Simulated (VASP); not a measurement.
# ZnCu in VASP: further runs

The runs below take ZnCu through single point, with PBE, BLYP.

All numbers are computed with VASP 6.6.1; they aren't measurements. Logs are shortened: lines on timing, memory, paths and dates and some standing lists are left out, and cuts for length are marked.

### 1 The cell of the first run

The typed cell holds 2 atoms: a = 2.921 Å, b = 2.921 Å, c = 2.921 Å, α = 90.00°, β = 90.00°, γ = 90.00°.

### 2 Single point, PBE

INCAR

```
  PREC = Accurate
  ENCUT = 520
  EDIFF = 1E-7
  ISMEAR = 0
  SIGMA = 0.1
  LREAL = F
  LASPH = T
  NELM = 100
  ALGO = Normal
  ISIF = 2
  LWAVE = F
  LCHARG = F
  GGA = PE
  NBANDS = 18
```

KPOINTS

```
Automatic mesh
0
Gamma
  6 6 6
```

POSCAR

```
ZnCu
1.0
    2.9205539200      0.0000000000      0.0000000000
    0.0000000000      2.9205539200      0.0000000000
    0.0000000000      0.0000000000      2.9205539200
Zn Cu
1 1
Direct
    0.4832822862      0.5016312487      0.5067246389
   -0.0058827846      0.0165460292      0.0145372818
```

Potentials or basis: VASP PAW PBE potentials, release 64 (Zn, Cu).

The run is started by

```bash
$ cat potpaw_PBE.64/Zn/POTCAR potpaw_PBE.64/Cu/POTCAR > POTCAR
$ mpirun -np 1 vasp_std > vasp.out
```

OUTCAR:

```text
PREC = Accurate
   ENCUT = 520
   EDIFF = 1E-7
   ISMEAR = 0
   LREAL = F
   LASPH = T
   NELM = 100
   ISIF = 2
   GGA = PE

 ion  position               nearest neighbor table
   1  0.483  0.502  0.507-   2 2.47   2 2.50   2 2.51   2 2.52   2 2.54   2 2.55   2 2.56   2 2.59

   2  0.994  0.017  0.015-   1 2.47   1 2.50   1 2.51   1 2.52   1 2.54   1 2.55   1 2.56   1 2.59

  LATTYP: Found a simple cubic cell.
 ALAT       =     2.9205539200

  Lattice vectors:

 A1 = (   2.9205539200,   0.0000000000,   0.0000000000)
 A2 = (   0.0000000000,   2.9205539200,   0.0000000000)
 A3 = (   0.0000000000,   0.0000000000,   2.9205539200)

Analysis of symmetry for initial positions (statically):
=====================================================================
 Subroutine PRICEL returns:
 Original cell was already a primitive cell.

 Routine SETGRP: Setting up the symmetry group for a
 simple cubic supercell.

 Subroutine GETGRP returns: Found  1 space group operations
 (whereof  1 operations were pure point group operations)
 out of a pool of 48 trial point group operations.

The static configuration has the point symmetry C_1 .

Analysis of symmetry for dynamics (positions and initial velocities):
=====================================================================
 Subroutine PRICEL returns:
 Original cell was already a primitive cell.

 Routine SETGRP: Setting up the symmetry group for a
 simple cubic supercell.

 Subroutine GETGRP returns: Found  1 space group operations
 (whereof  1 operations were pure point group operations)
 out of a pool of 48 trial point group operations.

The dynamic configuration has the point symmetry C_1 .

 Subroutine INISYM returns: Found  1 space group operations
 (whereof  1 operations are pure point group operations),
 and found     1 'primitive' translations

----------------------------------------------------------------------------------------

                                     Primitive cell

  volume of cell :      24.9113

  direct lattice vectors                    reciprocal lattice vectors
     2.920553920  0.000000000  0.000000000     0.342400800  0.000000000  0.000000000
     0.000000000  2.920553920  0.000000000     0.000000000  0.342400800  0.000000000
     0.000000000  0.000000000  2.920553920     0.000000000  0.000000000  0.342400800

  length of vectors
     2.920553920  2.920553920  2.920553920     0.342400800  0.342400800  0.342400800

  position of ions in fractional coordinates (direct lattice)
     0.483282286  0.501631249  0.506724639
     0.994117215  0.016546029  0.014537282

  ion indices of the primitive-cell ions
   primitive index   ion index
                 1           1
                 2           2

----------------------------------------------------------------------------------------

 KPOINTS: Automatic mesh

Automatic generation of k-mesh.
 Grid dimensions read from file:
 generate k-points for:    6    6    6

 Generating k-lattice:

  Cartesian coordinates                     Fractional coordinates (reciprocal lattice)
     0.057066800  0.000000000  0.000000000     0.166666667  0.000000000  0.000000000
     0.000000000  0.057066800  0.000000000     0.000000000  0.166666667  0.000000000
     0.000000000  0.000000000  0.057066800     0.000000000  0.000000000  0.166666667

  Length of vectors
     0.057066800  0.057066800  0.057066800

  Shift w.r.t. Gamma in fractional coordinates (k-lattice)
     0.000000000  0.000000000  0.000000000

 Subroutine IBZKPT returns following result:
 ===========================================

 Found    112 irreducible k-points:

 Following reciprocal coordinates:
            Coordinates               Weight
  0.000000  0.000000  0.000000      1.000000
  0.166667  0.000000  0.000000      2.000000
  0.000000  0.166667  0.000000      2.000000
  0.000000  0.000000  0.166667      2.000000
  0.333333  0.000000  0.000000      2.000000
  0.000000  0.333333  0.000000      2.000000
[... 16 lines left out ...]
  0.000000 -0.333333  0.166667      2.000000
 -0.166667  0.000000  0.333333      2.000000
 [... further k-points ...]
   k-points           NKPTS =    112   k-points in BZ     NKDIM =    112   number of bands    NBANDS=     18
   number of dos      NEDOS =    301   number of ions     NIONS =      2
   total plane-waves  NPLWV =  13824
   dimension x,y,z NGX =    24 NGY =   24 NGZ =   24
   dimension x,y,z NGXF=    48 NGYF=   48 NGZF=   48
   ions per type =               1   1
   NGX,Y,Z   is equivalent  to a cutoff of  13.66, 13.66, 13.66 a.u.
   NGXF,Y,Z  is equivalent  to a cutoff of  27.32, 27.32, 27.32 a.u.
 SYSTEM =  unknown system
   PREC   = accura    normal or accurate (medium, high low for compatibility)
   ISTART =      0    job   : 0-new  1-cont  2-samecut
   ICHARG =      2    charge: 1-file 2-atom 10-const
   ISPIN  =      1    spin polarized calculation?
   LNONCOLLINEAR =      F non collinear calculations
   LSORBIT =      F    spin-orbit coupling
   LASPH  =      T    aspherical Exc in radial PAW
   ENCUT  =  520.0 eV  38.22 Ry    6.18 a.u.   5.43  5.43  5.43*2*pi/ulx,y,z
   NELM   =    100;   NELMIN=  2; NELMDL= -5     # of ELM steps
   EDIFF  = 0.1E-06   stopping-criterion for ELM
   LREAL  =      F    real-space projection
   EDIFFG = 0.1E-05   stopping-criterion for IOM
   NSW    =      0    number of steps for IOM
   IBRION =     -1    ionic relax: 0-MD 1-quasi-New 2-CG
   NFREE  =      0    steps in history (QN), initial steepest desc. (CG)
   ISIF   =      2    stress and relaxation
   ISYM   =      2    0-nonsym 1-usesym 2-fastsym
   POTIM  = 0.5000    time-step for ionic-motion
   TEBEG  =    0.0;   TEEND  =   0.0 temperature during run
   PSTRESS=    0.0 pullay stress
   NELECT =      23.0000    total number of electrons
   NUPDOWN=      -1.0000    fix difference up-down
   EMIN   =  10.00;   EMAX   =-10.00  energy-range for DOS
   EFERMI =   0.00;   METHOD = LEGACY
   ISMEAR =     0;   SIGMA  =   0.10  broadening in eV -4-tet -1-fermi 0-gaus
   EFERMI_NEDOS =   21; number of points for ismear=-14 and -15
   IALGO  =     38    algorithm
   IMIX   =      4    mixing-type and parameters
     AMIX     =   0.40;   BMIX     =  1.00
     AMIX_MAG =   1.60;   BMIX_MAG =  1.00
  volume/ion in A,a.u.               =      12.46        84.05
  Fermi-wavevector in a.u.,A,eV,Ry     =   1.594112  3.012435 34.575039  2.541194
  Thomas-Fermi vector in A             =   2.692237
   LORBIT       =      0    0 simple, 1 ext, 2 COOP (PROOUT), +10 PAW based schemes
   GGA     = PE    functional components
   LHFCALC =     F    Hartree Fock is set to
   AEXX    =    0.0000 exact exchange contribution
   IVDW    =     0    specifies the selected vdW correction
   LEPSILON=     F    determine dielectric tensor
   LRPA    =     F    only Hartree local field effects (RPA)
 non-spin polarized calculation
 Gauss-broadening in eV      SIGMA  =   0.10
  energy-cutoff  :      520.00
  volume of cell :       24.91
 maximum number of plane-waves:       691
 NGX is ok and might be reduce to    24
   NGX = 11   NGY = 11   NGZ = 11

 number of electron      22.9999996 magnetization

 Free energy of the ion-electron system (eV)
  ---------------------------------------------------
  ext. energy  EPLUGINS =         0.00000000
  ---------------------------------------------------
  free energy    TOTEN  =        -4.89790339 eV

  energy without entropy =       -4.89070415  energy(sigma->0) =       -4.89430377

 E-fermi :   5.7634     XC(G=0): -12.5420

 val. band max:        5.7614129326   @ k =  -0.3333   0.3333   0.0000
 cond. band min:       5.9687754983   @ k =  -0.1667  -0.1667   0.3333
 fundamental gap:      0.2073625657
 Fermi energy:         5.7634075511

 k-point     1 :       0.0000    0.0000    0.0000
  band No.  band energies     occupation
      1      -4.7500      2.00000
      2      -2.1451      2.00000
      3      -2.1441      2.00000
      4      -1.4080      2.00000
      5      -1.4039      2.00000
      6      -1.4035      2.00000
[... 10 lines left out ...]
     17      18.4531      0.00000
     18      29.4814      0.00000

 k-point     2 :       0.1667    0.0000    0.0000
  band No.  band energies     occupation
      1      -4.2441      2.00000
      2      -2.0857      2.00000
      3      -2.0344      2.00000
      4      -1.4493      2.00000
      5      -1.4468      2.00000
      6      -1.3830      2.00000
[... 10 lines left out ...]
     17      21.9080      0.00000
     18      26.1211      0.00000

 k-point     3 :       0.0000    0.1667    0.0000
  band No.  band energies     occupation
      1      -4.2442      2.00000
      2      -2.0861      2.00000
      3      -2.0339      2.00000
      4      -1.4486      2.00000
      5      -1.4469      2.00000
      6      -1.3835      2.00000
[... 10 lines left out ...]
     17      21.9025      0.00000
     18      26.1231      0.00000

 k-point     4 :       0.0000    0.0000    0.1667
  band No.  band energies     occupation
      1      -4.2440      2.00000
      2      -2.0855      2.00000
      3      -2.0347      2.00000
      4      -1.4499      2.00000
      5      -1.4467      2.00000
      6      -1.3827      2.00000
[... 375 lines left out ...]
      4      -1.5566      2.00000
      5      -1.4155      2.00000
      6      -1.2926      2.00000
[... 10 lines left out ...]
     17      22.2463      0.00000
     18      23.1279      0.00000

 k-point    23 :       0.0000   -0.3333    0.1667
  band No.  band energies     occupation
      1      -2.5774      2.00000
      2      -1.9203      2.00000
      3      -1.7503      2.00000
      4      -1.5571      2.00000
      5      -1.4149      2.00000
      6      -1.2912      2.00000
[... 10 lines left out ...]
     17      22.2478      0.00000
     18      23.1204      0.00000

 k-point    24 :      -0.1667    0.0000    0.3333
  band No.  band energies     occupation
      1      -2.5764      2.00000
      2      -1.9198      2.00000
      3      -1.7506      2.00000
      4      -1.5573      2.00000
      5      -1.4147      2.00000
      6      -1.2920      2.00000
[... 10 lines left out ...]
     17      22.2524      0.00000
     18      23.1314      0.00000

 [... further k-points ...]
[... 5 lines left out ...]
  --------------------------------------------------------------------------------------
  -------------------------------------------------------------------------------------
  Total        1.0898342      1.0756516      1.0977824      0.0302301      0.0218970      0.0161562
  in kB       70.0931093     69.1809497     70.6042998      1.9442589      1.4083116      1.0390930
  external PRESSURE =      69.9594529 kB  Pullay stress =       0.0000000 kB

 VOLUME and BASIS-vectors are now :
 -----------------------------------------------------------------------------
  energy-cutoff  :      520.00
  volume of cell :       24.91
      direct lattice vectors                 reciprocal lattice vectors
     2.920553920  0.000000000  0.000000000     0.342400800  0.000000000  0.000000000
     0.000000000  2.920553920  0.000000000     0.000000000  0.342400800  0.000000000
     0.000000000  0.000000000  2.920553920     0.000000000  0.000000000  0.342400800

 POSITION                                       TOTAL-FORCE (eV/Angst)
 -----------------------------------------------------------------------------------
      1.41145      1.46504      1.47992         0.161824      0.221564      0.116949
      2.90337      0.04832      0.04246        -0.161824     -0.221564     -0.116949
 -----------------------------------------------------------------------------------
    total drift:                                0.000765      0.000635      0.000508

  FREE ENERGIE OF THE ION-ELECTRON SYSTEM (eV)
  ---------------------------------------------------
  free  energy   TOTEN  =        -4.8979033875 eV

  energy  without entropy=       -4.8907041543  energy(sigma->0) =       -4.89430377
```

It took 14 s on 1 thread of Intel Xeon 6975P-C (Granite Rapids), shared host; peak memory 0.17 GiB.

What came out:

- Free energy: -4.8979 eV
- Pressure: 7.0 GPa
- Largest force: 0.298 eV/Å

Forces in eV/Å, atoms in the order of the input:
```
Zn   0.162  0.222  0.117
Cu  -0.162 -0.222 -0.117
```

Levels at points of the mesh, in eV from the Fermi level:
```tsv
k point	band 9	band 10	band 11	band 12	band 13	band 14	band 15	band 16
(0.00, 0.00, 0.00)	-2.79	-2.79	-2.78	6.35	6.35	6.35	11.43	11.43
(0.50, 0.00, 0.00)	-3.36	-3.35	-2.86	-2.04	11.92	11.93	12.58	12.59
(0.00, 0.50, 0.00)	-3.36	-3.36	-2.86	-2.03	11.91	11.92	12.60	12.60
(0.00, 0.00, 0.50)	-3.36	-3.35	-2.86	-2.04	11.92	11.93	12.57	12.58
(0.50, 0.50, 0.00)	-2.93	-2.55	-1.94	-1.94	1.88	2.22	14.24	15.75
(0.00, 0.50, 0.50)	-2.93	-2.55	-1.94	-1.94	1.88	2.22	14.24	15.76
(0.50, 0.00, 0.50)	-2.94	-2.55	-1.94	-1.94	1.88	2.22	14.24	15.76
(0.50, 0.50, 0.50)	-2.53	-2.53	4.04	4.27	4.32	4.39	4.64	4.71
```

### 3 Single point, PBE

INCAR

```
SYSTEM = ZnCu
PREC     = Accurate       ! precision mode
ENCUT    = 600            ! plane-wave cutoff, eV
EDIFF    = 1E-6           ! SCF threshold, eV
ISMEAR   = 0              ! smearing method
SIGMA    = 0.0069         ! smearing width, eV
LREAL    = .False.        ! projectors in reciprocal space
LASPH    = .True.         ! aspherical terms in the spheres
NELM     = 120            ! most SCF steps
ALGO     = Normal         ! electronic algorithm
ISIF     = 2              ! what is computed and relaxed
LWAVE    = .False.        ! write WAVECAR
LCHARG   = .False.        ! write CHGCAR
GGA      = PE             ! functional
NBANDS   = 18             ! bands
GGA_COMPAT= .False.
```

KPOINTS

```
Automatic mesh
0
Gamma
  6 6 6
  0 0 0
```

POSCAR

```
ZnCu
1.0
    2.9205539200      0.0000000000      0.0000000000
    0.0000000000      2.9205539200      0.0000000000
    0.0000000000      0.0000000000      2.9205539200
Zn Cu
1 1
Direct
    0.5000000000      0.5000000000      0.5000000000
    0.0000000000      0.0000000000      0.0000000000
```

Potentials or basis: VASP PAW PBE potentials, release 64 (Zn, Cu).

The run is started by

```bash
$ cat potpaw_PBE.64/Zn/POTCAR potpaw_PBE.64/Cu/POTCAR > POTCAR
$ mpirun -np 1 vasp_std > vasp.out
```

Wall time 14 s (1 thread of Intel Xeon 8259CL, shared host); peak memory 0.14 GiB.

Results (log left out):

```yaml
Free_energy: -4.9014 eV
Pressure: 7.2 GPa
```

Levels at points of the mesh, in eV from the Fermi level:
```
           k point  band 7  band 8  band 9  band 10  band 11  band 12  band 13  band 14  band 15  band 16
(0.00, 0.00, 0.00)   -3.63   -3.63   -2.76    -2.76    -2.76     6.35     6.35     6.35    11.44    11.44
(0.50, 0.00, 0.00)   -5.17   -3.77   -3.33    -3.33    -2.84    -2.01    11.96    11.96    12.58    12.58
(0.50, 0.50, 0.00)   -3.42   -2.91   -2.91    -2.52    -1.94    -1.94     1.89     2.23    14.24    15.76
(0.50, 0.50, 0.50)   -4.38   -4.38   -2.50    -2.50     4.07     4.43     4.43     4.43     4.62     4.62
```

### 4 Single point, PBE

INCAR

```
PREC     = Accurate       # precision mode
ENCUT    = 600            # plane-wave cutoff, eV
EDIFF    = 1E-6           # SCF threshold, eV
ISMEAR   = 0              # smearing method
SIGMA    = 0.1            # smearing width, eV
LREAL    = False          # projectors in reciprocal space
LASPH    = True           # aspherical terms in the spheres
NELM     = 120            # most SCF steps
ALGO     = Normal         # electronic algorithm
ISIF     = 2              # what is computed and relaxed
LWAVE    = False          # write WAVECAR
LCHARG   = True           # write CHGCAR
GGA      = PE             # functional
LELF     = True           # ELF
LVHAR    = True         
NBANDS   = 18             # bands
GGA_COMPAT= False
```

KPOINTS

```
regular mesh
0
Gamma
  6 6 6
```

POSCAR is that of step 3.

Potentials or basis: VASP PAW PBE potentials, release 64 (Zn, Cu).

The run is started by

```bash
$ cat potpaw_PBE.64/Zn/POTCAR potpaw_PBE.64/Cu/POTCAR > POTCAR
$ mpirun -np 1 vasp_std > vasp.out
```

OUTCAR:

```text
PREC = Accurate
   ENCUT = 600
   EDIFF = 1E-6
   ISMEAR = 0
   LREAL = False
   LASPH = True
   NELM = 120
   ISIF = 2
   GGA = PE

 ion  position               nearest neighbor table
   1  0.500  0.500  0.500-   2 2.53   2 2.53   2 2.53   2 2.53   2 2.53   2 2.53   2 2.53   2 2.53

   2  0.000  0.000  0.000-   1 2.53   1 2.53   1 2.53   1 2.53   1 2.53   1 2.53   1 2.53   1 2.53

  LATTYP: Found a simple cubic cell.
 ALAT       =     2.9205539200

  Lattice vectors:

[... 601 lines left out ...]
------------------------ aborting loop because EDIFF is reached ----------------------------------------

  FORCE on cell =-STRESS in cart. coord.  units (eV):
  Direction    XX          YY          ZZ          XY          YZ          ZX
  --------------------------------------------------------------------------------------
  -------------------------------------------------------------------------------------
  Total        1.0469878      1.0469878      1.0469878      0.0000000      0.0000000     -0.0000000
  in kB       67.3374297     67.3374297     67.3374297      0.0000000      0.0000000     -0.0000000
  external PRESSURE =      67.3374297 kB  Pullay stress =       0.0000000 kB

 VOLUME and BASIS-vectors are now :
 -----------------------------------------------------------------------------
  energy-cutoff  :      600.00
  volume of cell :       24.91
      direct lattice vectors                 reciprocal lattice vectors
     2.920553920  0.000000000  0.000000000     0.342400800  0.000000000  0.000000000
     0.000000000  2.920553920  0.000000000     0.000000000  0.342400800  0.000000000
     0.000000000  0.000000000  2.920553920     0.000000000  0.000000000  0.342400800

 POSITION                                       TOTAL-FORCE (eV/Angst)
 -----------------------------------------------------------------------------------
      1.46028      1.46028      1.46028         0.000000      0.000000      0.000000
      0.00000      0.00000      0.00000         0.000000      0.000000      0.000000
 -----------------------------------------------------------------------------------
    total drift:                                0.000000      0.000000     -0.000000

  FREE ENERGIE OF THE ION-ELECTRON SYSTEM (eV)
  ---------------------------------------------------
  free  energy   TOTEN  =        -4.9063401186 eV

  energy  without entropy=       -4.8986767744  energy(sigma->0) =       -4.90250845
```

OSZICAR:

```text
N       E                     dE             d eps       ncg     rms          rms(c)
DAV:   1     0.119757017087E+03    0.11976E+03   -0.12269E+04   768   0.236E+03
DAV:   2    -0.665860208962E+00   -0.12042E+03   -0.11494E+03   722   0.315E+02
DAV:   3    -0.601001245587E+01   -0.53442E+01   -0.53153E+01   782   0.800E+01
DAV:   4    -0.605191910837E+01   -0.41907E-01   -0.41893E-01   834   0.656E+00
DAV:   5    -0.605243979938E+01   -0.52069E-03   -0.52064E-03   824   0.752E-01    0.990E+00
DAV:   6    -0.590363183825E+01    0.14881E+00   -0.15071E+01   764   0.947E+01    0.622E+00
DAV:   7    -0.491706978760E+01    0.98656E+00   -0.32870E+00   776   0.934E+01    0.239E+00
DAV:   8    -0.491550678533E+01    0.15630E-02   -0.13928E-01   946   0.477E+00    0.129E+00
DAV:   9    -0.490635487032E+01    0.91519E-02   -0.11516E-02   830   0.244E+00    0.615E-02
DAV:  10    -0.490635082725E+01    0.40431E-05   -0.68586E-04  1128   0.552E-01    0.470E-02
DAV:  11    -0.490634210344E+01    0.87238E-05   -0.91834E-05   836   0.286E-01    0.964E-03
DAV:  12    -0.490634028577E+01    0.18177E-05   -0.84257E-06   872   0.630E-02    0.873E-04
DAV:  13    -0.490634011860E+01    0.16717E-06   -0.22368E-07   412   0.861E-03
   1 F= -.49063401E+01 E0= -.49025084E+01  d E =-.766334E-02
```

stdout:

```text
POSCAR found type information on POSCAR ZnCu
 POSCAR found :  2 types and       2 ions
 scaLAPACK will be used
 LDA part: xc-table for (Slater+PW92), standard interpolation
 POSCAR, INCAR and KPOINTS ok, starting setup
 FFT: planning ... GRIDC
 FFT: planning ... GRID_SOFT
 FFT: planning ... GRID
 WAVECAR not read
 entering main loop
```

Wall time 18 s (1 thread of Intel Xeon 8259CL, shared host); peak memory 0.14 GiB.

What came out:

```yaml
Free_energy: -4.9063 eV
Pressure: 6.7 GPa
```

Levels at points of the mesh, in eV from the Fermi level:
```tsv
k point	band 9	band 10	band 11	band 12	band 13	band 14
(0.00, 0.00, 0.00)	-2.78	-2.78	-2.78	6.35	6.35	6.35
(0.50, 0.00, 0.00)	-3.35	-3.35	-2.86	-2.03	11.96	11.96
(0.50, 0.50, 0.00)	-2.93	-2.54	-1.94	-1.94	1.88	2.22
(0.50, 0.50, 0.50)	-2.52	-2.52	4.07	4.42	4.42	4.42
```

(Part 1 of 2 ends here.)
